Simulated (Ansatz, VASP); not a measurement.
## One calculation of Te2Mo, two programs

Contents of POSCAR:

```
Te2Mo
1.0
    3.5370852669      0.0000000000      0.0000000000
   -1.7685426335      3.0632056965      0.0000000000
    0.0000000000      0.0000000000      7.8268952034
Te Mo
2 1
Direct
    0.3333333333      0.6666666667      0.7705215857
    0.3333333333      0.6666666667      0.2294784143
    0.0000000000      0.0000000000      0.0000000000
```

INCAR.step1

```
ALGO     = Normal         # electronic algorithm
EDIFF    = 1E-4           # SCF threshold, eV
ENCUT    = 520            # plane-wave cutoff, eV
GGA      = PE             # functional
ISMEAR   = 0              # smearing method
LASPH    = T              # aspherical terms in the spheres
LCHARG   = F              # write CHGCAR
LREAL    = F              # projectors in reciprocal space
LWAVE    = T              # write WAVECAR
NBANDS   = 20             # bands
NELM     = 60             # most SCF steps
PREC     = Accurate       # precision mode
SIGMA    = 0.01           # smearing width, eV
```

The input INCAR.step2:

```
ALGO     = Normal         # electronic algorithm
EDIFF    = 1E-7           # SCF threshold, eV
ENCUT    = 520            # plane-wave cutoff, eV
ISIF     = 2              # what is computed and relaxed
ISMEAR   = 0              # smearing method
ISTART   = 1            
LASPH    = T              # aspherical terms in the spheres
LCHARG   = F              # write CHGCAR
LMIXTAU  = T            
LREAL    = F              # projectors in reciprocal space
LWAVE    = F              # write WAVECAR
METAGGA  = R2SCAN         # meta-GGA
NBANDS   = 20             # bands
NELM     = 60             # most SCF steps
PREC     = Accurate       # precision mode
SIGMA    = 0.01           # smearing width, eV
```

The input KPOINTS:

```
k-points
0
Gamma
  12 12 4
```

Input for Ansatz:

```yaml
crystal:
  lattice:
    - [3.5370852669, 0.0, 0.0]
    - [-1.7685426335, 3.0632056965, 0.0]
    - [0.0, 0.0, 7.8268952034]
  atoms:
    - { symbol: Te, position: [0.3333333333, 0.6666666667, 0.7705215857] }
    - { symbol: Te, position: [0.3333333333, 0.6666666667, 0.2294784143] }
    - { symbol: Mo, position: [0.0, 0.0, 0.0] }
kpoints:
  mp_grid: { grid: [12, 12, 4] }
  band_path:
    path:
      - [0.0, 0.0, 0.0]
      - [0.5, 0.0, 0.0]
      - [0.3333333333, 0.3333333333, 0.0]
      - [0.0, 0.0, 0.5]
      - [0.5, 0.0, 0.5]
      - [0.3333333333, 0.3333333333, 0.5]
      - [0.192708, 0.192708, 0.0]
    npoints: 1
hamiltonian:
  xc: r2scan
scf:
  occupations: { method: fixed }
  n_extra_bands: 4
output:
  forces: true
  stress: true
  eigenvalues: true
```

Alike in both runs: task single point; functional r2SCAN; k mesh 12 × 12 × 4; no spin polarisation.

|  | VASP | Ansatz |
| --- | --- | --- |
| version | VASP 6.6.1 | Ansatz 0.2.0 |
| potentials or method | VASP PAW PBE potentials, release 64 (Te, Mo_sv) | plane waves, PAW |
| plane-wave cutoff (eV) | 520 | 500 |
| occupations | gaussian, width 0.01 eV | fixed |
| valence electrons in the cell | 26 | 46 |

VASP gave:

| Quantity | Value |
| --- | --- |
| gap on the k mesh at the Fermi level (eV) | 1.14 |
| pressure (GPa) | 1.1 |
| traceless stress, the component that is largest in VASP (GPa) | -0.05 |
| rms of the force components (eV/Å) | 0.004 |

Estimate Ansatz's values.

gap on the k mesh at the Fermi level (eV): 1.14; pressure (GPa): 1.0; traceless stress, the component that is largest in VASP (GPa): -0.11; rms of the force components (eV/Å): 0.008.

VASP's potentials were made for PBE, not for r2SCAN. Atom by atom the forces differ by 0.012 eV/Å (rms over components). VASP's potentials hold 26 valence electrons a cell and Ansatz's 46, so a difference there can come from the potentials and not from the codes.

Spin-orbit coupling is off throughout.
